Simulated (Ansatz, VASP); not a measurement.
**TaN in VASP and in Ansatz**

```xyz
4
Lattice="3.1345 0.0000 0.0000 -1.5672 2.7145 0.0000 0.0000 0.0000 6.0869" Properties=species:S:1:pos:R:3 pbc="T T T"
Ta    0.0000    1.8097    0.1904
Ta    1.5672    0.9048    3.2338
N     0.0000    1.8097    2.1530
N     1.5672    0.9048    5.1965
```

Alike in both runs: functional r2SCAN; k mesh 18 × 18 × 8; occupations gaussian, width 0.1 eV; no spin polarisation.

Ansatz relaxed the structure, and its values are those at the end. VASP's run is a single point on that final structure, the one shown.

|  | VASP | Ansatz |
| --- | --- | --- |
| version | VASP 6.6.1 | Ansatz 0.2.0 |
| potentials or method | VASP PAW PBE potentials, release 64 (Ta_sv_GW, N), cutoff 660 eV | scalar-relativistic, plane waves, PAW |
| valence electrons in the cell | 36 | 36 |

Ansatz gave:

```
gap on the k mesh at the Fermi level (eV) : none
pressure (GPa)                            : 0.0
rms of the force components (eV/Å)        : 0.000
```

Task: Estimate VASP's values.

Result: gap on the k mesh at the Fermi level (eV): none; pressure (GPa): 0.1; rms of the force components (eV/Å): 0.016.

VASP's potentials were made for PBE, not for r2SCAN. A gap of «none» marks a metal or a gap that the smearing closes. With one functional, cell and mesh, what is left measures potentials, basis and numerics.

Spin-orbit coupling is off throughout.
